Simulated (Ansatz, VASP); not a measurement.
**NaTl: VASP beside Ansatz**

INCAR

```
PREC = Accurate
ENCUT = 520
EDIFF = 1E-6
ISMEAR = -1
SIGMA = 0.05
LREAL = F
LASPH = T
NELM = 60
ALGO = Normal
ISIF = 2
LWAVE = F
LCHARG = F
GGA = CA
NBANDS = 28
```

The input KPOINTS:

```
regular mesh
0
Gamma
  10 10 10
```

The input POSCAR:

```
NaTl
1.0
    0.0000000000      3.7393523715      3.7393523715
    3.7393523715      0.0000000000      3.7393523715
    3.7393523715      3.7393523715      0.0000000000
Na Tl
2 2
Direct
    0.0000000000      0.0000000000      0.0000000000
    0.2500000000      0.2500000000      0.2500000000
    0.5000000000      0.5000000000      0.5000000000
    0.7500000000      0.7500000000      0.7500000000
```

Input for Ansatz:

```yaml
crystal:
  lattice:
    - [0.0, 3.7393523715, 3.7393523715]
    - [3.7393523715, 0.0, 3.7393523715]
    - [3.7393523715, 3.7393523715, 0.0]
  atoms:
    - { symbol: Na, position: [0.0, 0.0, 0.0] }
    - { symbol: Na, position: [0.25, 0.25, 0.25] }
    - { symbol: Tl, position: [0.5, 0.5, 0.5] }
    - { symbol: Tl, position: [0.75, 0.75, 0.75] }
kpoints:
  mp_grid: { grid: [10, 10, 10] }
  band_path:
    path:
      - [0.0, 0.0, 0.0]
      - [0.5, 0.0, 0.5]
      - [0.625, 0.25, 0.625]
      - [0.375, 0.375, 0.75]
      - [0.0, 0.0, 0.0]
      - [0.5, 0.5, 0.5]
      - [0.5, 0.25, 0.75]
      - [0.5, 0.0, 0.5]
    npoints: 8
scf:
  occupations: { method: fermi_dirac, width: 0.05 }
hamiltonian:
  xc: lda
  pseudopotentials: { kind: all_electron, lapw: { basis_error: 0.001 } }
output:
  forces: true
  stress: true
  eigenvalues: true
  populations: true
  dos: { projected: true, de: 0.2, e_range: [-14, 8] }
```

Alike in both runs: task single point; functional LDA; k mesh 10 × 10 × 10; occupations fermi-dirac, width 0.05 eV; no spin polarisation.

```csv
,VASP,Ansatz
version,VASP 6.6.1,Ansatz 0.2.0
potentials or method,"VASP PAW LDA potentials, release 64 (Na_pv, Tl_d), cutoff 520 eV","all-electron LAPW, scalar-relativistic"
```

```tsv
	VASP	Ansatz	Ansatz less VASP
pressure (GPa)	-1.5	-1.6	-0.01
```

LDA's correlation is that of Perdew and Zunger in VASP and of Perdew and Wang (1992) in Ansatz. Ansatz ran all-electron here, and VASP with PAW potentials.

Neither program's run includes spin-orbit coupling.
